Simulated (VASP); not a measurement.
Wanted: the native input for a VASP 6.6.1 run.

* Task: single point
* Functional: LDA
* Potentials or basis: VASP PAW LDA potentials, release 64 (Cu_sv_GW)
* Cutoff: 820 eV
* k mesh: 12 × 12 × 4
* Occupations: fermi-dirac, width 0.05 eV
* Spin: no spin polarisation
* Dipole correction: no
* Further INCAR settings: ALGO = Normal; EDIFF = 1e-06; NBANDS = 46

The structure of Cu lies in POSCAR:

```
Cu
1.0
    2.5640673725      0.0000000000      0.0000000000
   -1.2820336863      2.2205474816      0.0000000000
    0.0000000000      0.0000000000      8.3705356409
Cu
4
Direct
    0.6666666667      0.3333333333      0.7500000000
    0.0000000000      0.0000000000      0.5000000000
    0.3333333333      0.6666666667      0.2500000000
    0.0000000000      0.0000000000      0.0000000000
```

This isn't the form of Cu at room conditions, which is fcc.

These files were run (other wordings do the same):

INCAR

```
PREC = Accurate ; ENCUT = 820
EDIFF = 1E-6 ; ISMEAR = -1
SIGMA = 0.05 ; LREAL = False
LASPH = True ; NELM = 120
ALGO = Normal ; ISIF = 2
LWAVE = False ; LCHARG = False
GGA = CA ; NBANDS = 46
GGA_COMPAT = False
```

KPOINTS

```
regular mesh
0
Gamma
  12 12 4
```

Potentials or basis: VASP PAW LDA potentials, release 64 (Cu_sv_GW).

The run is started by

```bash
$ cat potpaw_LDA.64/Cu_sv_GW/POTCAR > POTCAR
$ mpirun -np 1 vasp_std > vasp.out
```

It gave:

```
Pressure               : -14.6 GPa
Band gap on the k mesh : zero (bands 38 and 39 overlap by 5.12 eV)
```

Caveat: the cell stands under tension.

It took 2.6 min on 1 thread of AMD EPYC 9R45 96-Core Processor (Zen 5), with other jobs on the host, peak memory 0.28 GiB.
